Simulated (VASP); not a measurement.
Set up this calculation in VASP 6.6.1, as the native input.

| Item | Value |
| --- | --- |
| Task | single point |
| Functional | PBE |
| Potentials or basis | VASP PAW PBE potentials, release 64 (Cu, Pt, Ni, Si) |
| Cutoff | 520 eV |
| k mesh | 1 × 1 × 1, shifted |
| Occupations | fermi-dirac, width 0.0853 eV |
| Spin | no spin polarisation |
| Dipole correction | no |
| Further INCAR settings | LREAL = Auto; ALGO = Normal; EDIFF = 1e-07; NBANDS = 114; ISYM = 0 |

The structure of Cu7Si2Ni4Pt7 lies in POSCAR:

```
Cu7Si2Ni4Pt7
1.0
    6.3918180000      0.0201270000      0.0956380000
    0.0201270000      6.3566260000      0.0266190000
    0.0956380000      0.0266190000      6.4557280000
Cu Pt Ni Si
7 7 4 2
Direct
    0.6279058404      0.6220558916      0.7359211595
    0.6980725519      0.1643275709      0.4163185781
    0.9435785783      0.8605705348      0.6410292542
    0.1287264163      0.7415046644      0.3390170327
    0.1462049062      0.1468308892      0.4592691581
    0.7456141608      0.7538153266      0.2477147647
    0.1745849518      0.3460484717     -0.0028770450
    0.9110691088      0.3238282470      0.6780817266
    0.9469971523      0.0550136282      0.1603264076
    0.3952483943      0.0185360432      0.1837462519
    0.4007072848      0.4914100674      0.3554586426
    0.2262962649      0.6150885805      0.7164157838
    0.6547861729      0.3625478440      0.0340759243
    0.4397468648      0.2289086749      0.7129261284
    0.1958532929      0.9803835606      0.8588763580
    0.4367461070      0.8863629719      0.5408053716
    0.6743774552      0.9554832341      0.9339282697
    0.9472080959      0.6239823393     -0.0278304591
    0.4254082350      0.6696621359      0.0248718767
    0.9270396528      0.4347026594      0.3124176594
```

The input as run:

INCAR

```
SYSTEM = Cu7Si2Ni4Pt7
PREC     = Accurate       ! precision mode
ENCUT    = 520            ! plane-wave cutoff, eV
EDIFF    = 1E-7           ! SCF threshold, eV
ISMEAR   = -1             ! smearing method
SIGMA    = 0.0853         ! smearing width, eV
LREAL    = Auto         
LASPH    = .True.         ! aspherical terms in the spheres
NELM     = 80             ! most SCF steps
ALGO     = Normal         ! electronic algorithm
ISIF     = 2              ! what is computed and relaxed
LWAVE    = .False.        ! write WAVECAR
LCHARG   = .True.         ! write CHGCAR
GGA      = PE             ! functional
LELF     = .True.         ! ELF
LVHAR    = .True.       
ISYM     = 0            
NBANDS   = 114            ! bands
```

KPOINTS

```
Automatic mesh
0
Gamma
  1 1 1
  0.25 0.25 0.25
```

Potentials or basis: VASP PAW PBE potentials, release 64 (Cu, Pt, Ni, Si).

Command:

```sh
$ cat potpaw_PBE.64/Cu/POTCAR potpaw_PBE.64/Pt/POTCAR potpaw_PBE.64/Ni/POTCAR potpaw_PBE.64/Si/POTCAR > POTCAR
$ mpirun -np 1 vasp_std > vasp.out
```

Results of the run:

```
Pressure      : 12.1 GPa
Largest force : 2.734 eV/Å
```

Caveat: the k points lie up to 0.99 Å⁻¹ apart.

Wall time 2.9 min on 1 thread of Intel(R) Xeon(R) Platinum 8259CL CPU @ 2.50GHz (Skylake/Cascade Lake), on a shared host, peak memory 0.34 GiB.
